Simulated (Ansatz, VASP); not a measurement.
**TiO2 in VASP and in Ansatz**

```
Ti O
1.0
    -1.88533    1.88533    4.77317
     1.88533   -1.88533    4.77317
     1.88533    1.88533   -4.77317
Ti O
2 4
Cartesian
  0.0000 0.0000 0.0000
  0.0000 1.8853 2.3866
  0.0000 0.0000 1.9820
  0.0000 1.8853 4.3686
  0.0000 1.8853 0.4046
  0.0000 0.0000 7.5643
```

Alike in both runs: functional PBEsol; k mesh 10 × 10 × 10; occupations gaussian, width 0.02 eV; no spin polarisation.

Ansatz relaxed the structure, and its values are those at the end. VASP's run is a single point on that final structure, the one shown.

|  | VASP | Ansatz |
| --- | --- | --- |
| version | VASP 6.6.1 | Ansatz 0.2.0 |
| potentials or method | VASP PAW PBE potentials, release 64 (Ti_sv, O), cutoff 520 eV | scalar-relativistic, plane waves, PAW |
| valence electrons in the cell | 48 | 48 |

VASP gave:

| Item | Value |
| --- | --- |
| gap on the k mesh at the Fermi level (eV) | 2.09 |
| least direct gap on the mesh (eV) | 2.42 |
| pressure (GPa) | 0.7 |
| rms of the force components (eV/Å) | 0.008 |

Q: Estimate Ansatz's values.

A: gap on the k mesh at the Fermi level (eV): 2.12; least direct gap on the mesh (eV): 2.44; pressure (GPa): 0.0; rms of the force components (eV/Å): 0.001.

VASP's potentials were made for PBE, not for PBEsol. The functional is the same, so the differences come from potentials, cutoffs and numerics.
